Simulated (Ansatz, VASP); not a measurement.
Two plane-wave programs on AlH6

The input INCAR:

```
  PREC = Accurate
  ENCUT = 600
  EDIFF = 1E-7
  ISMEAR = 0
  SIGMA = 0.1
  LREAL = F
  LASPH = T
  NELM = 80
  ALGO = Normal
  ISIF = 3
  LWAVE = F
  LCHARG = F
  GGA = PE
  IBRION = 2
  NSW = 90
  EDIFFG = -0.04
```

File KPOINTS:

```
regular mesh
0
Gamma
  6 6 4
```

Contents of POSCAR:

```
AlH6
1.0
    3.8037012400      0.0000000000      0.0000000000
   -1.9018506200      3.2941019000      0.0000000000
    0.0000000000      0.0000000000      4.0907169600
Al H
1 6
Direct
    0.0000000000      0.0000000000      0.5000000000
    0.6352148200      0.0000000000      0.5000000000
    0.0000000000      0.6352148200      0.5000000000
    0.3647851800      0.3647851800      0.5000000000
    0.3647851800      0.0000000000      0.5000000000
    0.0000000000      0.3647851800      0.5000000000
    0.6352148200      0.6352148200      0.5000000000
```

Input for Ansatz:

```yaml
crystal:
  lattice:
    - [3.80370124, 0.0, 0.0]
    - [-1.90185062, 3.2941019, 0.0]
    - [0.0, 0.0, 4.09071696]
  atoms:
    - { symbol: Al, position: [0.0, 0.0, 0.5] }
    - { symbol: H, position: [0.63521482, 0.0, 0.5] }
    - { symbol: H, position: [0.0, 0.63521482, 0.5] }
    - { symbol: H, position: [0.36478518, 0.36478518, 0.5] }
    - { symbol: H, position: [0.36478518, 0.0, 0.5] }
    - { symbol: H, position: [0.0, 0.36478518, 0.5] }
    - { symbol: H, position: [0.63521482, 0.63521482, 0.5] }
basis:
  ecutwfc: 420
kpoints:
  mp_grid: { grid: [6, 6, 4] }
hamiltonian:
  xc: pbe
scf:
  occupations: { method: gaussian, width: 0.1 }
  lower_state_search: "off"
output:
  forces: true
  stress: true
  eigenvalues: true
relax:
  adjacent_minimum: "off"
  f_tol: 0.04
  max_steps: 70
  cell: { stress_tol: 0.4 }
```

Alike in both runs: task relaxation of cell and atoms; functional PBE; k mesh 6 × 6 × 4; occupations gaussian, width 0.1 eV; no spin polarisation.

|  | VASP | Ansatz |
| --- | --- | --- |
| version | VASP 6.6.1 | Ansatz 0.2.0 |
| potentials or method | VASP PAW PBE potentials, release 64 (Al, H), cutoff 600 eV | scalar-relativistic, plane waves, PAW |
| valence electrons in the cell | 9 | 9 |

```tsv
	VASP	Ansatz	Ansatz less VASP
gap on the k mesh at the Fermi level, each at its own relaxed structure (eV)	none	none	-
relaxed volume (Å³/atom)	10.01	12.32	+2.303
relaxed cell length with the largest relative difference (Å)	5.403	5.919	+0.5162
```

A gap of «none» marks a metal or a gap that the smearing closes. One of these differences is far larger than is usual between the two programs; its cause wasn't traced.

The k mesh is coarse, so the values compare programs but aren't converged. Noted on VASP's run: the volume moved by over 15 % at a fixed basis, so the end points are rough.
